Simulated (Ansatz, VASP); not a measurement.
# W14S27 in VASP and in Ansatz

```
W S
1.0
    -1.57707   -8.19470    0.00000
     7.88535    2.73157    0.00000
     0.00000    0.00000   12.14503
W S
14 27
Cartesian
  0.0000 -3.6421 9.1026
  3.1533 -3.6423 9.1112
  1.5769 -0.9111 9.1107
  6.3085 -3.6413 9.1112
  4.7318 -0.9104 9.1107
  1.5767 -6.3732 9.1107
  6.3088 1.8204 9.1112
  1.5184 -4.5218 3.0600
  4.7312 -4.5526 3.0025
  3.1438 -1.8345 3.0259
  -0.0065 -7.2685 3.0259
  6.3643 -1.7856 3.0600
  4.7480 0.9083 3.0259
  0.0027 -1.8872 3.0600
  3.0847 -3.6476 1.4555
  1.5510 -0.9507 1.4682
  6.3382 -3.5792 1.4555
  4.7790 -0.9130 1.4682
  1.5553 -6.3310 1.4682
  6.3478 1.7637 1.4555
  1.5796 -4.5540 7.5329
  4.7312 -4.5526 7.5368
  3.1548 -1.8210 7.5356
  -0.0003 -7.2847 7.5356
  6.3058 -1.8226 7.5329
  4.7309 0.9111 7.5356
  -0.0001 -1.8181 7.5329
  0.0000 -3.6421 4.6704
  3.1476 -3.6647 4.5929
  1.5595 -0.9132 4.6001
  6.2920 -3.6251 4.5929
  4.7423 -0.9244 4.6001
  1.5835 -6.3571 4.6001
  6.3311 1.8267 4.5929
  1.5715 -4.5502 10.6834
  4.7312 -4.5526 10.6868
  3.1544 -1.8210 10.6860
  -0.0001 -7.2844 10.6860
  6.3132 -1.8174 10.6834
  4.7310 0.9107 10.6860
  0.0007 -1.8271 10.6834
```

Change from the starting cell: S vacancy (site d), charge +0, atoms relaxed at the host's cell.

Alike in both runs: functional PBE; dispersion D3(BJ); k mesh 2 × 2 × 2; occupations gaussian, width 0.01 eV; no spin polarisation.

Ansatz relaxed the structure, and its values are those at the end. VASP's run is a single point on that final structure, the one shown.

|  | VASP | Ansatz |
| --- | --- | --- |
| version | VASP 6.6.1 | Ansatz 0.2.0 |
| potentials or method | VASP PAW PBE potentials, release 64 (W_sv, S), cutoff 520 eV | scalar-relativistic, plane waves, PAW |
| valence electrons in the cell | 358 | 358 |

```csv
,VASP,Ansatz,Ansatz less VASP
gap on the k mesh at the Fermi level (eV),0.64,0.63,-0.014
least direct gap on the mesh (eV),0.83,0.82,-0.014
rms of the force components (eV/Å),0.004,0.004,-0.0002
```

The k mesh is coarse, so the values compare programs but aren't converged. Neither program's run includes spin-orbit coupling.
